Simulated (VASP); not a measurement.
# Si3N4 (P6_3/m) in VASP: notebook, part 2 of 2

VASP 6.6.1.

**3. Single point, PBE**

Contents of INCAR:

```
  ALGO = Normal
  EDIFF = 1E-6
  ENCUT = 520
  GGA = PE
  ISIF = 2
  ISMEAR = -1
  LASPH = True
  LCHARG = False
  LREAL = False
  LWAVE = False
  NBANDS = 45
  NELM = 80
  PREC = Accurate
  SIGMA = 0.02
```

Contents of KPOINTS:

```
k-points
0
Gamma
  4 4 9
```

Contents of POSCAR:

```
Si3N4
1.0
    7.6322000000      0.0000000000      0.0000000000
   -3.8161000000      6.6096790868      0.0000000000
    0.0000000000      0.0000000000      2.9191000000
Si N
6 8
Direct
    0.1744556251      0.7683583331      0.2500000000
    0.4060972920      0.1744556251      0.7500000000
    0.2316416669      0.4060972920      0.2500000000
    0.8255443749      0.2316416669      0.7500000000
    0.5939027080      0.8255443749      0.2500000000
    0.7683583331      0.5939027080      0.7500000000
    0.3333333333      0.6666666667      0.2500000000
    0.6666666667      0.3333333333      0.7500000000
    0.3298863756      0.0303252430      0.2500000000
    0.2995611326      0.3298863756      0.7500000000
    0.9696747570      0.2995611326      0.2500000000
    0.6701136244      0.9696747570      0.7500000000
    0.7004388674      0.6701136244      0.2500000000
    0.0303252430      0.7004388674      0.7500000000
```

Potentials or basis: VASP PAW PBE potentials, release 64 (Si, N).

Run with:

```
cat potpaw_PBE.64/Si/POTCAR potpaw_PBE.64/N/POTCAR > POTCAR
mpirun -np 1 vasp_std > vasp.out
```

OUTCAR:

```text
EDIFF = 1E-6
   ENCUT = 520
   GGA = PE
   ISIF = 2
   ISMEAR = -1
   LASPH = True
   LREAL = False
   NELM = 80
   PREC = Accurate

 ion  position               nearest neighbor table
   1  0.174  0.768  0.250-   7 1.74   9 1.74  14 1.74  14 1.74   5 3.01   3 3.01   6 3.06   6 3.06
                             2 3.06   2 3.06
   2  0.406  0.174  0.750-   8 1.74  10 1.74   9 1.74   9 1.74   4 3.01   6 3.01   3 3.06   3 3.06
                             1 3.06   1 3.06
   3  0.232  0.406  0.250-   7 1.74  11 1.74  10 1.74  10 1.74   1 3.01   5 3.01   4 3.06   4 3.06
                             2 3.06   2 3.06
   4  0.826  0.232  0.750-   8 1.74  12 1.74  11 1.74  11 1.74   2 3.01   6 3.01   3 3.06   3 3.06
                             5 3.06   5 3.06
   5  0.594  0.826  0.250-   7 1.74  13 1.74  12 1.74  12 1.74   1 3.01   3 3.01   6 3.06   6 3.06
                             4 3.06   4 3.06
   6  0.768  0.594  0.750-   8 1.74  14 1.74  13 1.74  13 1.74   4 3.01   2 3.01   1 3.06   1 3.06
                             5 3.06   5 3.06
   7  0.333  0.667  0.250-   1 1.74   5 1.74   3 1.74
   8  0.667  0.333  0.750-   4 1.74   2 1.74   6 1.74
   9  0.330  0.030  0.250-   1 1.74   2 1.74   2 1.74
  10  0.300  0.330  0.750-   2 1.74   3 1.74   3 1.74
  11  0.970  0.300  0.250-   3 1.74   4 1.74   4 1.74
  12  0.670  0.970  0.750-   4 1.74   5 1.74   5 1.74
  13  0.700  0.670  0.250-   5 1.74   6 1.74   6 1.74
  14  0.030  0.700  0.750-   6 1.74   1 1.74   1 1.74

  LATTYP: Found a hexagonal cell.
 ALAT       =     7.6322000000
 C/A-ratio  =     0.3824716333

  Lattice vectors:

 A1 = (   7.6322000000,   0.0000000000,   0.0000000000)
 A2 = (  -3.8161000000,   6.6096790868,   0.0000000000)
 A3 = (   0.0000000000,   0.0000000000,   2.9191000000)

Analysis of symmetry for initial positions (statically):
=====================================================================
 Subroutine PRICEL returns:
 Original cell was already a primitive cell.

[... 175 lines left out ...]
  volume of cell :      147.26
 maximum number of plane-waves:      3988
 NGX is ok and might be reduce to    60
   NGX = 29   NGY = 29   NGZ = 11

 number of electron      63.9999993 magnetization

 Free energy of the ion-electron system (eV)
  ---------------------------------------------------
  ext. energy  EPLUGINS =         0.00000000
  ---------------------------------------------------
  free energy    TOTEN  =      -114.53321471 eV

  energy without entropy =     -114.53321471  energy(sigma->0) =     -114.53321471

 E-fermi :   7.0702     XC(G=0): -10.7567

 val. band max:        6.6278183617   @ k =   0.0000   0.0000   0.2222
 cond. band min:      10.9163634180   @ k =   0.0000   0.0000   0.0000
 fundamental gap:      4.2885450563
 Fermi energy:         7.0701936964

 k-point     1 :       0.0000    0.0000    0.0000
  band No.  band energies     occupation
      1     -11.4918      2.00000
      2     -10.0493      2.00000
      3     -10.0493      2.00000
      4      -9.4164      2.00000
      5      -9.2791      2.00000
      6      -9.2791      2.00000
[... 929 lines left out ...]
     43      14.2478      0.00000
     44      14.3722      0.00000
 [bands above 44 left out]

------------------------ aborting loop because EDIFF is reached ----------------------------------------

  FORCE on cell =-STRESS in cart. coord.  units (eV):
  Direction    XX          YY          ZZ          XY          YZ          ZX
  --------------------------------------------------------------------------------------
  -------------------------------------------------------------------------------------
  Total        2.2684011      2.2684011      1.7016821      0.0000000     -0.0000000      0.0000000
  in kB       24.6803512     24.6803512     18.5144116      0.0000005     -0.0000000      0.0000000
  external PRESSURE =      22.6250380 kB  Pullay stress =       0.0000000 kB

 VOLUME and BASIS-vectors are now :
 -----------------------------------------------------------------------------
  energy-cutoff  :      520.00
  volume of cell :      147.26
      direct lattice vectors                 reciprocal lattice vectors
     7.632200000  0.000000000  0.000000000     0.131023820  0.075646638  0.000000000
    -3.816100000  6.609679087  0.000000000     0.000000000  0.151293276  0.000000000
     0.000000000  0.000000000  2.919100000     0.000000000  0.000000000  0.342571340

 POSITION                                       TOTAL-FORCE (eV/Angst)
 -----------------------------------------------------------------------------------
     -1.60065      5.07860      0.72977        -0.010068     -0.006206     -0.000000
      2.43368      1.15310      2.18932         0.000340     -0.011822     -0.000000
      0.21823      2.68417      0.72977         0.010408     -0.005616      0.000000
      5.41675      1.53108      2.18932         0.010068      0.006206      0.000000
      1.38242      5.45658      0.72977        -0.000340      0.011822      0.000000
      3.59787      3.92551      2.18932        -0.010408      0.005616     -0.000000
     -0.00000      4.40645      0.72977        -0.000000      0.000000     -0.000000
      3.81610      2.20323      2.18932        -0.000000     -0.000000      0.000000
      2.40203      0.20044      0.72977        -0.003257      0.011556     -0.000000
      1.02743      2.18044      2.18932        -0.011636      0.002957      0.000000
      6.25760      1.98000      0.72977        -0.008379     -0.008598     -0.000000
      1.41407      6.40924      2.18932         0.003257     -0.011556      0.000000
      2.78867      4.42924      0.72977         0.011636     -0.002957     -0.000000
     -2.44150      4.62968      2.18932         0.008379      0.008598      0.000000
 -----------------------------------------------------------------------------------
    total drift:                                0.000000     -0.000000     -0.000000

  FREE ENERGIE OF THE ION-ELECTRON SYSTEM (eV)
  ---------------------------------------------------
  free  energy   TOTEN  =      -114.5332147060 eV

  energy  without entropy=     -114.5332147060  energy(sigma->0) =     -114.53321471
```

OSZICAR:

```text
N       E                     dE             d eps       ncg     rms          rms(c)
DAV:   1     0.285929056722E+03    0.28593E+03   -0.31715E+04  1800   0.132E+03
DAV:   2    -0.108056647949E+03   -0.39399E+03   -0.37546E+03  2339   0.278E+02
DAV:   3    -0.130767043745E+03   -0.22710E+02   -0.22560E+02  2288   0.705E+01
DAV:   4    -0.131114988652E+03   -0.34794E+00   -0.34684E+00  2256   0.938E+00
DAV:   5    -0.131123729473E+03   -0.87408E-02   -0.87311E-02  2232   0.143E+00    0.292E+01
DAV:   6    -0.114643389321E+03    0.16480E+02   -0.58624E+01  2166   0.307E+01    0.130E+01
DAV:   7    -0.114575505124E+03    0.67884E-01   -0.30272E+00  2280   0.717E+00    0.624E+00
DAV:   8    -0.114531032981E+03    0.44472E-01   -0.16389E-01  2184   0.198E+00    0.217E+00
DAV:   9    -0.114530531589E+03    0.50139E-03   -0.37625E-02  2272   0.101E+00    0.311E-01
DAV:  10    -0.114532416637E+03   -0.18850E-02   -0.39335E-03  2048   0.276E-01    0.178E-01
DAV:  11    -0.114533148862E+03   -0.73222E-03   -0.95337E-04  2064   0.159E-01    0.287E-02
DAV:  12    -0.114533192620E+03   -0.43758E-04   -0.59940E-05  2208   0.418E-02    0.113E-02
DAV:  13    -0.114533210250E+03   -0.17630E-04   -0.18533E-05  2024   0.209E-02    0.494E-03
DAV:  14    -0.114533214057E+03   -0.38073E-05   -0.34557E-06  2008   0.970E-03    0.306E-03
DAV:  15    -0.114533214706E+03   -0.64883E-06   -0.16223E-06  1656   0.538E-03
   1 F= -.11453321E+03 E0= -.11453321E+03  d E =-.581593E-11
```

Wall time 1.8 min (1 thread of Intel Xeon Platinum 8488C (Sapphire Rapids), shared host); peak memory 0.3 GiB.

Results:

```yaml
Free_energy: -114.5332 eV
Pressure: 2.3 GPa
Largest_force: 0.012 eV/Å
Band_gap_on_the_k_mesh: 4.29 eV (least direct gap 4.47 eV)
```

Forces on the atoms (eV/Å):
```
Si  -0.010 -0.006  0.000
Si   0.000 -0.012  0.000
Si   0.010 -0.006  0.000
Si   0.010  0.006  0.000
Si   0.000  0.012  0.000
Si  -0.010  0.006  0.000
N    0.000  0.000  0.000
N    0.000  0.000  0.000
N   -0.003  0.012  0.000
N   -0.012  0.003  0.000
N   -0.008 -0.009  0.000
N    0.003 -0.012  0.000
N    0.012 -0.003  0.000
N    0.008  0.009  0.000
```

Stress tensor (GPa, compression positive):
```
2.47 0.00 0.00
0.00 2.47 0.00
0.00 0.00 1.85
```

Caveat: an odd mesh through Γ misses points on the zone boundary, where band edges can lie.

**4. Relaxation of the atoms, PBE**

Contents of INCAR:

```
PREC = Accurate
ENCUT = 520
EDIFF = 1E-6
ISMEAR = -1
SIGMA = 0.02
LREAL = F
LASPH = T
NELM = 80
ALGO = Normal
ISIF = 2
LWAVE = F
LCHARG = F
GGA = PE
IBRION = 2
NSW = 80
EDIFFG = -0.02
```

Contents of KPOINTS:

```
regular mesh
0
Gamma
  4 4 9
```

Contents of POSCAR:

```
Si3N4
1.0
    7.6322000000      0.0000000000      0.0000000000
   -3.8161000000      6.6096790868      0.0000000000
    0.0000000000      0.0000000000      2.9191000000
Si N
6 8
Direct
    0.1952000000      0.7656000000      0.2500000000
    0.4296000000      0.1952000000      0.7500000000
    0.2344000000      0.4296000000      0.2500000000
    0.8048000000      0.2344000000      0.7500000000
    0.5704000000      0.8048000000      0.2500000000
    0.7656000000      0.5704000000      0.7500000000
    0.3333333333      0.6666666667      0.2500000000
    0.6666666667      0.3333333333      0.7500000000
    0.3394000000      0.0362000000      0.2500000000
    0.3032000000      0.3394000000      0.7500000000
    0.9638000000      0.3032000000      0.2500000000
    0.6606000000      0.9638000000      0.7500000000
    0.6968000000      0.6606000000      0.2500000000
    0.0362000000      0.6968000000      0.7500000000
```

Run with:

```
cat potpaw_PBE.64/Si/POTCAR potpaw_PBE.64/N/POTCAR > POTCAR
mpirun -np 1 vasp_std > vasp.out
```

Run time: 42 min. Hardware: 1 thread of Oxide Virtual Turin-like, shared host; peak memory 0.29 GiB.

The run converged. Its results:

* Free energy: -114.5332 eV
* Energy gained by relaxing: 288.1 meV/atom
* Ionic steps: 18
* Pressure after relaxing: 2.3 GPa
* Largest force after relaxing: 0.016 eV/Å
* Band gap on the k mesh: 4.29 eV (least direct gap 4.47 eV)

Forces in eV/Å, atoms in the order of the input:
```
Si   0.004 -0.004  0.000
Si   0.006  0.002  0.000
Si   0.001  0.006  0.000
Si  -0.004  0.004  0.000
Si  -0.006 -0.002  0.000
Si  -0.001 -0.006  0.000
N    0.000  0.000  0.000
N    0.000  0.000  0.000
N    0.013  0.009  0.000
N   -0.002  0.016  0.000
N   -0.015  0.006  0.000
N   -0.013 -0.009  0.000
N    0.002 -0.016  0.000
N    0.015 -0.006  0.000
```

Stress tensor (GPa, compression positive):
```
2.44 0.00 0.00
0.00 2.44 0.00
0.00 0.00 1.91
```

Step by step:
```csv
step,energy change (eV),largest force (eV/Å),pressure (GPa)
1,0.0000,9.3382,10.55
2,6.6973,7.9669,11.28
3,-3.7954,0.9681,3.14
4,-3.7956,1.0694,3.05
5,-3.7975,1.0198,3.09
6,-3.9369,0.6056,2.85
7,-3.9370,0.6261,2.85
8,-4.0206,0.1028,2.71
9,-4.0207,0.0975,2.70
10,-4.0239,0.0937,2.65
11,-4.0248,0.1765,2.60
12,-4.0263,0.1580,2.57
13,-4.0300,0.1031,2.48
14,-4.0332,0.0479,2.30
15,-4.0333,0.0464,2.28
16,-4.0335,0.0244,2.27
17,-4.0335,0.0268,2.26
18,-4.0336,0.0160,2.26
```

Final structure:
```
Si N
1.0
     7.63220    0.00000    0.00000
    -3.81610    6.60968    0.00000
     0.00000    0.00000    2.91910
Si N
6 8
Direct
  0.17432 0.76830 0.25000
  0.40602 0.17432 0.75000
  0.23170 0.40602 0.25000
  0.82568 0.23170 0.75000
  0.59398 0.82568 0.25000
  0.76830 0.59398 0.75000
  0.33333 0.66667 0.25000
  0.66667 0.33333 0.75000
  0.32964 0.03027 0.25000
  0.29937 0.32964 0.75000
  0.96973 0.29937 0.25000
  0.67036 0.96973 0.75000
  0.70063 0.67036 0.25000
  0.03027 0.70063 0.75000
```

Levels at points of the mesh, in eV from the valence-band top:
| k point | band 28 | band 29 | band 30 | band 31 | band 32 | band 33 | band 34 | band 35 | band 36 | band 37 |
| --- | --- | --- | --- | --- | --- | --- | --- | --- | --- | --- |
| (0.00, 0.00, 0.00) | -1.25 | -1.25 | -0.44 | -0.37 | -0.18 | 4.29 | 4.69 | 4.84 | 4.84 | 5.17 |
| (0.50, 0.00, 0.00) | -1.64 | -1.32 | -0.75 | -0.31 | -0.23 | 4.58 | 4.67 | 4.83 | 5.23 | 5.79 |

Caveat: an odd mesh through Γ misses points on the zone boundary, where band edges can lie.
